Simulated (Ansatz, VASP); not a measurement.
Two plane-wave programs on BaZrO3

INCAR

```
  PREC = Accurate
  ENCUT = 910
  EDIFF = 1E-6
  ISMEAR = 0
  SIGMA = 0.05
  LREAL = False
  LASPH = True
  NELM = 120
  ALGO = Normal
  ISIF = 2
  LWAVE = False
  LCHARG = False
  GGA = PE
  NBANDS = 28
  GGA_COMPAT = False
```

Contents of KPOINTS:

```
regular mesh
0
Gamma
  6 6 6
```

POSCAR

```
BaZrO3
1.0
    4.1815000000      0.0000000000      0.0000000000
    0.0000000000      4.1815000000      0.0000000000
    0.0000000000      0.0000000000      4.1815000000
Ba Zr O
1 1 3
Direct
    0.4661792763      0.5338207237      0.5000000000
    0.0000000000      0.0000000000      0.0000000000
    0.5000000000      0.0000000000      0.0000000000
    0.0000000000      0.5000000000      0.0000000000
    0.0000000000      0.0000000000      0.5000000000
```

Input for Ansatz:

```yaml
crystal:
  lattice:
    - [4.1815, 0.0, 0.0]
    - [0.0, 4.1815, 0.0]
    - [0.0, 0.0, 4.1815]
  atoms:
    - { symbol: Ba, position: [0.4661792763, 0.5338207237, 0.5] }
    - { symbol: Zr, position: [0.0, 0.0, 0.0] }
    - { symbol: O, position: [0.5, 0.0, 0.0] }
    - { symbol: O, position: [0.0, 0.5, 0.0] }
    - { symbol: O, position: [0.0, 0.0, 0.5] }
basis:
  ecutwfc: 420
kpoints:
  mp_grid: { grid: [6, 6, 6] }
hamiltonian:
  xc: pbe
scf:
  occupations: { method: gaussian, width: 0.05 }
output:
  forces: true
  stress: true
  eigenvalues: true
```

Change from the starting cell: all Ba atoms moved -0.200 Å, as atom 1 along Cartesian [1 -1 0].

Alike in both runs: task single point; functional PBE; k mesh 6 × 6 × 6; occupations gaussian, width 0.05 eV; no spin polarisation.

|  | VASP | Ansatz |
| --- | --- | --- |
| version | VASP 6.6.1 | Ansatz 0.2.0 |
| potentials or method | VASP PAW PBE potentials, release 64 (Ba_sv, Zr_sv, O_h), cutoff 910 eV | scalar-relativistic, plane waves, PAW |
| valence electrons in the cell | 40 | 40 |

VASP gave:

| Property | Result |
| --- | --- |
| gap on the k mesh at the Fermi level (eV) | 3.18 |
| least direct gap on the mesh (eV) | 3.38 |
| rms of the force components (eV/Å) | 0.300 |

Problem. Which values does Ansatz return?

Solution. gap on the k mesh at the Fermi level (eV): 3.22; least direct gap on the mesh (eV): 3.40; rms of the force components (eV/Å): 0.282.

Atom by atom the forces differ by 0.029 eV/Å (rms over components).

Neither program's run includes spin-orbit coupling. Noted on VASP's run: the cutoff is short for stress, so the pressure is rough.
